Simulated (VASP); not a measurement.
# LaAg (P4/mmm) in VASP: further runs, part 2 of 2

VASP 6.6.1.

### 3 Single point, LDA

Input file INCAR:

```
SYSTEM = LaAg
  PREC = Accurate
  ENCUT = 520
  EDIFF = 1E-6
  ISMEAR = 1
  SIGMA = 0.1
  LREAL = .False.
  LASPH = .True.
  NELM = 100
  ALGO = Normal
  ISIF = 2
  LWAVE = .False.
  LCHARG = .True.
  LELF = .True.
  LVHAR = .True.
  NBANDS = 18
```

Input file KPOINTS:

```
regular mesh
0
Gamma
  9 9 9
  0 0 0
```

Input file POSCAR:

```
LaAg
1.0
    3.8079890000      0.0000000000      0.0000000000
    0.0000000000      3.8079890000      0.0000000000
    0.0000000000      0.0000000000      3.8182810000
La Ag
1 1
Direct
    0.5000000000      0.5000000000      0.5000000000
    0.0000000000      0.0000000000      0.0000000000
```

Potentials or basis: VASP PAW LDA potentials, release 64 (La, Ag).

On the command line:

```
$ cat potpaw_LDA.64/La/POTCAR potpaw_LDA.64/Ag/POTCAR > POTCAR
$ mpirun -np 1 vasp_std > vasp.out
```

OUTCAR:

```text
SYSTEM = LaAg
   PREC = Accurate
   ENCUT = 520
   EDIFF = 1E-6
   ISMEAR = 1
   LREAL = .False.
   LASPH = .True.
   NELM = 100
   ISIF = 2

 ion  position               nearest neighbor table
   1  0.500  0.500  0.500-   2 3.30   2 3.30   2 3.30   2 3.30   2 3.30   2 3.30   2 3.30   2 3.30

   2  0.000  0.000  0.000-   1 3.30   1 3.30   1 3.30   1 3.30   1 3.30   1 3.30   1 3.30   1 3.30

  LATTYP: Found a simple tetragonal cell.
 ALAT       =     3.8079890000
 C/A-ratio  =     1.0027027389

  Lattice vectors:

 A1 = (   3.8079890000,   0.0000000000,   0.0000000000)
 A2 = (   0.0000000000,   3.8079890000,   0.0000000000)
 A3 = (   0.0000000000,   0.0000000000,   3.8182810000)

Analysis of symmetry for initial positions (statically):
=====================================================================
 Subroutine PRICEL returns:
 Original cell was already a primitive cell.

 Routine SETGRP: Setting up the symmetry group for a
 simple tetragonal supercell.

 Subroutine GETGRP returns: Found 16 space group operations
 (whereof 16 operations were pure point group operations)
 out of a pool of 16 trial point group operations.

The static configuration has the point symmetry D_4h.

Analysis of symmetry for dynamics (positions and initial velocities):
=====================================================================
 Subroutine PRICEL returns:
 Original cell was already a primitive cell.

 Routine SETGRP: Setting up the symmetry group for a
 simple tetragonal supercell.

 Subroutine GETGRP returns: Found 16 space group operations
 (whereof 16 operations were pure point group operations)
 out of a pool of 16 trial point group operations.

The dynamic configuration has the point symmetry D_4h.

 Subroutine INISYM returns: Found 16 space group operations
[... 104 lines left out ...]
   ISYM   =      2    0-nonsym 1-usesym 2-fastsym
   POTIM  = 0.5000    time-step for ionic-motion
   TEBEG  =    0.0;   TEEND  =   0.0 temperature during run
   PSTRESS=    0.0 pullay stress
   NELECT =      22.0000    total number of electrons
   NUPDOWN=      -1.0000    fix difference up-down
   EMIN   =  10.00;   EMAX   =-10.00  energy-range for DOS
   EFERMI =   0.00;   METHOD = LEGACY
   ISMEAR =     1;   SIGMA  =   0.10  broadening in eV -4-tet -1-fermi 0-gaus
   EFERMI_NEDOS =   21; number of points for ismear=-14 and -15
   IALGO  =     38    algorithm
   IMIX   =      4    mixing-type and parameters
     AMIX     =   0.40;   BMIX     =  1.00
     AMIX_MAG =   1.60;   BMIX_MAG =  1.00
  volume/ion in A,a.u.               =      27.68       186.82
  Fermi-wavevector in a.u.,A,eV,Ry     =   1.203546  2.274372 19.708347  1.448523
  Thomas-Fermi vector in A             =   2.339296
   LORBIT       =      0    0 simple, 1 ext, 2 COOP (PROOUT), +10 PAW based schemes
   GGA     = CA    functional components
   LHFCALC =     F    Hartree Fock is set to
   AEXX    =    0.0000 exact exchange contribution
   IVDW    =     0    specifies the selected vdW correction
   LEPSILON=     F    determine dielectric tensor
   LRPA    =     F    only Hartree local field effects (RPA)
 non-spin polarized calculation
 Methfessel and Paxton  Order N= 1 SIGMA  =   0.10
  energy-cutoff  :      520.00
  volume of cell :       55.37
 maximum number of plane-waves:      1503
   NGX = 15   NGY = 15   NGZ = 15

 number of electron      22.0000003 magnetization

 Free energy of the ion-electron system (eV)
  ---------------------------------------------------
  ext. energy  EPLUGINS =         0.00000000
  ---------------------------------------------------
  free energy    TOTEN  =        -9.72815203 eV

  energy without entropy =       -9.72698939  energy(sigma->0) =       -9.72776449

 E-fermi :   7.7802     XC(G=0): -10.5769

 val. band max:        7.7750203317   @ k =   0.2222   0.2222   0.4444
 cond. band min:       7.7898286086   @ k =   0.2222   0.0000   0.2222
 fundamental gap:      0.0148082768
 Fermi energy:         7.7802402303

 k-point     1 :       0.0000    0.0000    0.0000
  band No.  band energies     occupation
      1     -25.2536      2.00000
      2      -8.6720      2.00000
      3      -8.6643      2.00000
      4      -8.6643      2.00000
      5       2.5663      2.00000
      6       2.5677      2.00000
[... 481 lines left out ...]
      5       2.8440      2.00000
      6       2.9845      2.00000
[... 10 lines left out ...]
     17       9.3009     -0.00000
     18       9.3243     -0.00000

 [... further k-points ...]
[... 5 lines left out ...]
  --------------------------------------------------------------------------------------
  -------------------------------------------------------------------------------------
  Total       -1.5520798     -1.5520798     -1.5678575      0.0000000     -0.0000000     -0.0000000
  in kB      -44.9123079    -44.9123079    -45.3688637      0.0000000     -0.0000000     -0.0000000
  external PRESSURE =     -45.0644932 kB  Pullay stress =       0.0000000 kB

 VOLUME and BASIS-vectors are now :
 -----------------------------------------------------------------------------
  energy-cutoff  :      520.00
  volume of cell :       55.37
      direct lattice vectors                 reciprocal lattice vectors
     3.807989000  0.000000000  0.000000000     0.262605801  0.000000000  0.000000000
     0.000000000  3.807989000  0.000000000     0.000000000  0.262605801  0.000000000
     0.000000000  0.000000000  3.818281000     0.000000000  0.000000000  0.261897959

 POSITION                                       TOTAL-FORCE (eV/Angst)
 -----------------------------------------------------------------------------------
      1.90399      1.90399      1.90914         0.000000      0.000000      0.000000
      0.00000      0.00000      0.00000         0.000000      0.000000      0.000000
 -----------------------------------------------------------------------------------
    total drift:                                0.000000      0.000000      0.000000

  FREE ENERGIE OF THE ION-ELECTRON SYSTEM (eV)
  ---------------------------------------------------
  free  energy   TOTEN  =        -9.7281520318 eV

  energy  without entropy=       -9.7269893921  energy(sigma->0) =       -9.72776449
```

OSZICAR:

```text
N       E                     dE             d eps       ncg     rms          rms(c)
DAV:   1     0.165771874762E+03    0.16577E+03   -0.89935E+03  2852   0.175E+03
DAV:   2     0.127627300549E+02   -0.15301E+03   -0.14274E+03  3182   0.247E+02
DAV:   3    -0.887889074121E+01   -0.21642E+02   -0.20318E+02  3868   0.116E+02
DAV:   4    -0.104780585683E+02   -0.15992E+01   -0.15322E+01  4962   0.279E+01
DAV:   5    -0.105221585725E+02   -0.44100E-01   -0.44050E-01  3712   0.378E+00    0.622E+00
DAV:   6    -0.986796882032E+01    0.65419E+00   -0.87983E+00  4416   0.224E+01    0.402E+00
DAV:   7    -0.974925411757E+01    0.11871E+00   -0.82568E-01  4346   0.704E+00    0.134E+00
DAV:   8    -0.973368111895E+01    0.15573E-01   -0.14413E-01  4712   0.244E+00    0.482E-01
DAV:   9    -0.972844263667E+01    0.52385E-02   -0.20381E-02  4602   0.118E+00    0.125E-01
DAV:  10    -0.972814480407E+01    0.29783E-03   -0.17050E-03  4942   0.306E-01    0.191E-02
DAV:  11    -0.972815146171E+01   -0.66576E-05   -0.55651E-05  4014   0.518E-02    0.851E-03
DAV:  12    -0.972815268789E+01   -0.12262E-05   -0.11060E-05  4358   0.217E-02    0.362E-03
DAV:  13    -0.972815203181E+01    0.65608E-06   -0.33368E-06  3822   0.141E-02
   1 F= -.97281520E+01 E0= -.97277645E+01  d E =-.116264E-02
```

It used 110 s of CPU time on 1 thread of AMD EPYC 7R13 Processor (Zen 3) (shared host).

Results:

```
Free energy            : -9.7282 eV
Pressure               : -4.5 GPa
Band gap on the k mesh : zero (band 11 reaches 8.29 eV, above the bottom of band 12 at 6.29 eV)
```

Caveat: spin-orbit coupling is left out, which moves the levels of the heavy elements.
